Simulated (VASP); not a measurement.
# B (P6_3/mmc) in VASP: further runs

B is run at these levels: PBEsol; tasks: density of states.

Everything below comes from runs of VASP 6.6.1. Logs are shortened: lines on timing, memory, paths and dates and some standing lists are left out, and cuts for length are marked.

**1. The cell of the first run**

The structure is hexagonal, space group P6_3/mmc (No. 194). The conventional cell has a = 1.648 Å, b = 1.648 Å, c = 5.287 Å, α = 90.00°, β = 90.00°, γ = 120.00°. B (site symmetry -6m2) has 6 B at 1.65 Å within 2.2 Å.

**2. Density of states, PBEsol (volume scaled by 0.7)**

Contents of POSCAR:

```
B
1.0
    1.6482943596      0.0000000000      0.0000000000
   -0.8241471798      1.4274647883      0.0000000000
    0.0000000000      0.0000000000      5.2874823600
B
2
Direct
    0.3333333333      0.6666666667      0.2500000000
    0.6666666667      0.3333333333      0.7500000000
```

Contents of INCAR.step1:

```
SYSTEM = B
PREC = Accurate
ENCUT = 520
EDIFF = 1E-6
ISMEAR = -1
SIGMA = 0.08
LREAL = .False.
LASPH = .True.
NELM = 60
ALGO = Normal
ISIF = 2
LWAVE = .False.
LCHARG = .True.
GGA = PS
NBANDS = 10
```

Contents of KPOINTS.step1:

```
Automatic mesh
0
Gamma
  21 21 11
  0 0 0
```

Contents of INCAR.step2:

```
SYSTEM = B
PREC = Accurate
ENCUT = 520
EDIFF = 1E-6
ISMEAR = -5
SIGMA = 0.08
LREAL = .False.
LASPH = .True.
NELM = 60
ALGO = Normal
ISIF = 2
LWAVE = .False.
LCHARG = .False.
GGA = PS
LORBIT = 11
NBANDS = 10
NEDOS = 1001
ICHARG = 11
```

Contents of KPOINTS.step2:

```
Automatic mesh
0
Gamma
  32 32 17
  0 0 0
```

Potentials or basis: VASP PAW PBE potentials, release 64 (B).

Run with:

```bash
$ cat potpaw_PBE.64/B/POTCAR > POTCAR
$ cp INCAR.step1 INCAR
$ cp KPOINTS.step1 KPOINTS
$ mpirun -np 1 vasp_std > vasp.out
$ cp INCAR.step2 INCAR
$ cp KPOINTS.step2 KPOINTS
$ mpirun -np 1 vasp_std > vasp.out
```

OUTCAR:

```text
SYSTEM = B
   PREC = Accurate
   ENCUT = 520
   EDIFF = 1E-6
   ISMEAR = -5
   LREAL = .False.
   LASPH = .True.
   NELM = 60
   ISIF = 2
   GGA = PS
   LORBIT = 11
   ICHARG = 11

 ion  position               nearest neighbor table
   1  0.333  0.667  0.250-
   2  0.667  0.333  0.750-

  LATTYP: Found a hexagonal cell.
 ALAT       =     1.6482943596
 C/A-ratio  =     3.2078507878

  Lattice vectors:

 A1 = (   1.6482943596,   0.0000000000,   0.0000000000)
 A2 = (  -0.8241471798,   1.4274647883,   0.0000000000)
 A3 = (   0.0000000000,   0.0000000000,   5.2874823600)

Analysis of symmetry for initial positions (statically):
=====================================================================
 Subroutine PRICEL returns:
 Original cell was already a primitive cell.

 Routine SETGRP: Setting up the symmetry group for a
 hexagonal supercell.

 Subroutine GETGRP returns: Found 24 space group operations
 (whereof 12 operations were pure point group operations)
 out of a pool of 24 trial point group operations.

The static configuration has the point symmetry D_3d.
 The point group associated with its full space group is D_6h.

Analysis of symmetry for dynamics (positions and initial velocities):
=====================================================================
 Subroutine PRICEL returns:
 Original cell was already a primitive cell.

 Routine SETGRP: Setting up the symmetry group for a
 hexagonal supercell.

 Subroutine GETGRP returns: Found 24 space group operations
 (whereof 12 operations were pure point group operations)
 out of a pool of 24 trial point group operations.

The dynamic configuration has the point symmetry D_3d.
 The point group associated with its full space group is D_6h.

 Subroutine INISYM returns: Found 24 space group operations
 (whereof 12 operations are pure point group operations),
 and found     1 'primitive' translations

----------------------------------------------------------------------------------------

                                     Primitive cell

  volume of cell :      12.4408

  direct lattice vectors                    reciprocal lattice vectors
     1.648294360  0.000000000  0.000000000     0.606687752  0.350271337  0.000000000
    -0.824147180  1.427464788  0.000000000     0.000000000  0.700542674  0.000000000
     0.000000000  0.000000000  5.287482360     0.000000000  0.000000000  0.189125926

  length of vectors
     1.648294360  1.648294360  5.287482360     0.700542674  0.700542674  0.189125926

  position of ions in fractional coordinates (direct lattice)
     0.333333333  0.666666667  0.250000000
     0.666666667  0.333333333  0.750000000

  ion indices of the primitive-cell ions
   primitive index   ion index
                 1           1
                 2           2

----------------------------------------------------------------------------------------

 KPOINTS: Automatic mesh

Automatic generation of k-mesh.
 Grid dimensions read from file:
 generate k-points for:   32   32   17

 Generating k-lattice:

  Cartesian coordinates                     Fractional coordinates (reciprocal lattice)
     0.018958992  0.010945979  0.000000000     0.031250000  0.000000000  0.000000000
     0.000000000  0.021891959  0.000000000     0.000000000  0.031250000  0.000000000
     0.000000000  0.000000000  0.011125054     0.000000000  0.000000000  0.058823529

  Length of vectors
     0.021891959  0.021891959  0.011125054

  Shift w.r.t. Gamma in fractional coordinates (k-lattice)
     0.000000000  0.000000000  0.000000000

 TETIRR: Found  17168 inequivalent tetrahedra from   104448

 Subroutine IBZKPT returns following result:
 ===========================================

 Found    918 irreducible k-points:

 Following reciprocal coordinates:
            Coordinates               Weight
  0.000000  0.000000  0.000000      1.000000
  0.031250  0.000000  0.000000      6.000000
  0.062500  0.000000  0.000000      6.000000
  0.093750 -0.000000  0.000000      6.000000
  0.125000  0.000000  0.000000      6.000000
  0.156250  0.000000  0.000000      6.000000
[... 16 lines left out ...]
  0.187500  0.031250  0.000000     12.000000
  0.218750  0.031250  0.000000     12.000000
 [... further k-points ...]
   k-points           NKPTS =    918   k-points in BZ     NKDIM =    918   number of bands    NBANDS=     10
   number of dos      NEDOS =   1001   number of ions     NIONS =      2
   total plane-waves  NPLWV =   5760
   dimension x,y,z NGX =    12 NGY =   12 NGZ =   40
   dimension x,y,z NGXF=    24 NGYF=   24 NGZF=   80
   ions per type =               2
   NGX,Y,Z   is equivalent  to a cutoff of  12.10, 12.10, 12.58 a.u.
   NGXF,Y,Z  is equivalent  to a cutoff of  24.21, 24.21, 25.15 a.u.
 SYSTEM =  B
   PREC   = accura    normal or accurate (medium, high low for compatibility)
   ISTART =      0    job   : 0-new  1-cont  2-samecut
   ICHARG =     11    charge: 1-file 2-atom 10-const
   ISPIN  =      1    spin polarized calculation?
   LNONCOLLINEAR =      F non collinear calculations
   LSORBIT =      F    spin-orbit coupling
   LASPH  =      T    aspherical Exc in radial PAW
   ENCUT  =  520.0 eV  38.22 Ry    6.18 a.u.   3.06  3.06  9.83*2*pi/ulx,y,z
   NELM   =     60;   NELMIN=  2; NELMDL=  0     # of ELM steps
   EDIFF  = 0.1E-05   stopping-criterion for ELM
   LREAL  =      F    real-space projection
   EDIFFG = 0.1E-04   stopping-criterion for IOM
   NSW    =      0    number of steps for IOM
   IBRION =     -1    ionic relax: 0-MD 1-quasi-New 2-CG
   NFREE  =      0    steps in history (QN), initial steepest desc. (CG)
   ISIF   =      2    stress and relaxation
   ISYM   =      2    0-nonsym 1-usesym 2-fastsym
   POTIM  = 0.5000    time-step for ionic-motion
   TEBEG  =    0.0;   TEEND  =   0.0 temperature during run
   PSTRESS=    0.0 pullay stress
   NELECT =       6.0000    total number of electrons
   NUPDOWN=      -1.0000    fix difference up-down
   EMIN   =  10.00;   EMAX   =-10.00  energy-range for DOS
   EFERMI =   0.00;   METHOD = LEGACY
   ISMEAR =    -5;   SIGMA  =   0.08  broadening in eV -4-tet -1-fermi 0-gaus
   EFERMI_NEDOS =   21; number of points for ismear=-14 and -15
   IALGO  =     38    algorithm
   IMIX   =      4    mixing-type and parameters
     AMIX     =   0.40;   BMIX     =  1.00
     AMIX_MAG =   1.60;   BMIX_MAG =  1.00
  volume/ion in A,a.u.               =       6.22        41.98
  Fermi-wavevector in a.u.,A,eV,Ry     =   1.283834  2.426095 22.425528  1.648230
  Thomas-Fermi vector in A             =   2.416063
   LORBIT       =     11    0 simple, 1 ext, 2 COOP (PROOUT), +10 PAW based schemes
   GGA     = PS    functional components
   LHFCALC =     F    Hartree Fock is set to
   AEXX    =    0.0000 exact exchange contribution
   IVDW    =     0    specifies the selected vdW correction
   LEPSILON=     F    determine dielectric tensor
   LRPA    =     F    only Hartree local field effects (RPA)
 non-spin polarized calculation
 Fermi weights with tetrahedron method with Bloechl corrections
  energy-cutoff  :      520.00
  volume of cell :       12.44
 maximum number of plane-waves:       350

 number of electron       6.0000000 magnetization

 Free energy of the ion-electron system (eV)
  ---------------------------------------------------
  ext. energy  EPLUGINS =         0.00000000
  ---------------------------------------------------
  free energy    TOTEN  =       -12.14169595 eV

  energy without entropy =      -12.14169595  energy(sigma->0) =      -12.14169595

 E-fermi :   9.3232     XC(G=0): -12.3665

 val. band max:        9.2881521169   @ k =   0.3125   0.1250   0.2941
 cond. band min:       9.3254415619   @ k =   0.3750   0.2187   0.2941
 fundamental gap:      0.0372894451
 Fermi energy:         9.3231610723

 k-point     1 :       0.0000    0.0000    0.0000
  band No.  band energies     occupation
      1      -9.8185      2.00000
      2      -7.4507      2.00000
      3      -2.3779      2.00000
      4       5.1087      2.00000
      5      15.2024      0.00000
      6      30.4540      0.00000
      7      36.4472      0.00000
      8      36.4472      0.00000
      9      36.5423      0.00000
     10      36.5423      0.00000

 k-point     2 :       0.0312    0.0000    0.0000
  band No.  band energies     occupation
      1      -9.7689      2.00000
      2      -7.4086      2.00000
      3      -2.3077      2.00000
      4       5.1761      2.00000
      5      15.2421      0.00000
      6      30.5105      0.00000
      7      35.9189      0.00000
      8      36.2696      0.00000
      9      36.3551      0.00000
     10      36.3841      0.00000

 k-point     3 :       0.0625    0.0000    0.0000
  band No.  band energies     occupation
      1      -9.6202      2.00000
      2      -7.2823      2.00000
      3      -2.0972      2.00000
      4       5.3783      2.00000
      5      15.3616      0.00000
      6      30.6787      0.00000
      7      34.7881      0.00000
      8      35.7745      0.00000
      9      35.7827      0.00000
     10      35.9290      0.00000

 k-point     4 :       0.0937   -0.0000    0.0000
  band No.  band energies     occupation
      1      -9.3729      2.00000
      2      -7.0721      2.00000
      3      -1.7464      2.00000
      4       5.7147      2.00000
      5      15.5577      0.00000
      6      30.9546      0.00000
      7      33.3608      0.00000
      8      34.8192      0.00000
      9      35.0417      0.00000
     10      35.2372      0.00000
[... 222 lines left out ...]
 k-point    22 :       0.1562    0.0312    0.0000
  band No.  band energies     occupation
      1      -8.2928      2.00000
      2      -6.1514      2.00000
      3      -0.2062      2.00000
      4       7.1851      2.00000
      5      16.3539      0.00000
      6      28.8122      0.00000
      7      30.8591      0.00000
      8      32.0820      0.00000
      9      32.3545      0.00000
     10      32.8546      0.00000

 k-point    23 :       0.1875    0.0312    0.0000
  band No.  band energies     occupation
      1      -7.7102      2.00000
      2      -5.6539      2.00000
      3       0.6312      2.00000
      4       7.9790      2.00000
      5      16.7106      0.00000
      6      26.6967      0.00000
      7      29.0336      0.00000
      8      31.3960      0.00000
      9      31.9304      0.00000
     10      32.6104      0.00000

 k-point    24 :       0.2188    0.0312    0.0000
  band No.  band energies     occupation
      1      -7.0377      2.00000
      2      -5.0797      2.00000
      3       1.6056      2.00000
      4       8.8964      1.95522
      5      17.0080      0.00000
      6      24.5096      0.00000
      7      27.2845      0.00000
      8      30.4888      0.00000
      9      31.0451      0.00000
     10      33.0980      0.00000

 [... further k-points ...]
[... 5 lines left out ...]
  --------------------------------------------------------------------------------------
  -------------------------------------------------------------------------------------
  Total        3.5987218      3.5987218      3.5287540      0.0000000     -0.0000000      0.0000000
  in kB      463.4573267    463.4573267    454.4465966      0.0000000     -0.0000000      0.0000000
  external PRESSURE =     460.4537500 kB  Pullay stress =       0.0000000 kB

 VOLUME and BASIS-vectors are now :
 -----------------------------------------------------------------------------
  energy-cutoff  :      520.00
  volume of cell :       12.44
      direct lattice vectors                 reciprocal lattice vectors
     1.648294360  0.000000000  0.000000000     0.606687752  0.350271337  0.000000000
    -0.824147180  1.427464788  0.000000000     0.000000000  0.700542674  0.000000000
     0.000000000  0.000000000  5.287482360     0.000000000  0.000000000  0.189125926

 POSITION                                       TOTAL-FORCE (eV/Angst)
 -----------------------------------------------------------------------------------
     -0.00000      0.95164      1.32187         0.000000      0.000000      0.000000
      0.82415      0.47582      3.96561        -0.000000     -0.000000     -0.000000
 -----------------------------------------------------------------------------------
    total drift:                               -0.000000      0.000000     -0.000000

  FREE ENERGIE OF THE ION-ELECTRON SYSTEM (eV)
  ---------------------------------------------------
  free  energy   TOTEN  =       -12.1416959541 eV

  energy  without entropy=      -12.1416959541  energy(sigma->0) =      -12.14169595

 total charge

# of ion       s       p       d       tot
------------------------------------------
    1        0.683   1.572   0.000   2.256
    2        0.683   1.572   0.000   2.256
--------------------------------------------------
tot          1.367   3.145   0.000   4.512
```

It took 86 s on 1 thread of Intel Xeon 8259CL, shared host; peak memory 0.22 GiB.

Results:

| Quantity | Value |
| --- | --- |
| Valence electrons inside the program's atomic spheres | B 2.26 |

Levels at points of the mesh, in eV from the Fermi level:
```
           k point  band 1  band 2  band 3  band 4  band 5  band 6  band 7  band 8
(0.00, 0.00, 0.00)  -19.14  -16.77  -11.70   -4.21    5.88   21.13   27.12   27.12
(0.50, 0.00, 0.00)   -9.77   -9.37    1.10    2.55    4.21    6.15   13.21   17.36
```

Caveat: the PAW data sets were made with another functional, which shifts forces and pressure a little; tetrahedron occupations give inexact forces and stress in metals.

**3. Density of states, PBEsol (volume scaled by 0.7)**

POSCAR is that of step 2.

Contents of INCAR.step1:

```
ALGO = Normal ; EDIFF = 1E-6
ENCUT = 520 ; GGA = PS
ISIF = 2 ; ISMEAR = -1
LASPH = T ; LCHARG = T
LREAL = F ; LWAVE = F
NBANDS = 10 ; NELM = 100
PREC = Accurate ; SIGMA = 0.08
```

Contents of KPOINTS.step1:

```
k-points
0
Gamma
  21 21 11
```

Contents of INCAR.step2:

```
ALGO = Normal ; EDIFF = 1E-6
ENCUT = 520 ; GGA = PS
ICHARG = 11 ; ISIF = 2
ISMEAR = -5 ; LASPH = T
LCHARG = F ; LORBIT = 11
LREAL = F ; LWAVE = F
NBANDS = 10 ; NEDOS = 1001
NELM = 100 ; PREC = Accurate
SIGMA = 0.08
```

Contents of KPOINTS.step2:

```
k-points
0
Gamma
  32 32 17
```

Potentials or basis: VASP PAW PBE potentials, release 64 (B).

Run with:

```bash
$ cat potpaw_PBE.64/B/POTCAR > POTCAR
$ cp INCAR.step1 INCAR
$ cp KPOINTS.step1 KPOINTS
$ mpirun -np 1 vasp_std > vasp.out
$ cp INCAR.step2 INCAR
$ cp KPOINTS.step2 KPOINTS
$ mpirun -np 1 vasp_std > vasp.out
```

Run time: 97 s. Hardware: 1 thread of Intel Xeon 8259CL, shared host; peak memory 0.23 GiB.

The run converged. Its results:

- Valence electrons inside the program's atomic spheres: B 2.26

Levels at points of the mesh, in eV from the Fermi level:
```csv
k point,band 1,band 2,band 3,band 4,band 5,band 6
"(0.00, 0.00, 0.00)",-19.14,-16.77,-11.70,-4.21,5.88,21.13
"(0.50, 0.00, 0.00)",-9.77,-9.37,1.10,2.55,4.21,6.15
```

Caveat: the PAW data sets were made with another functional, which shifts forces and pressure a little; tetrahedron occupations give inexact forces and stress in metals.
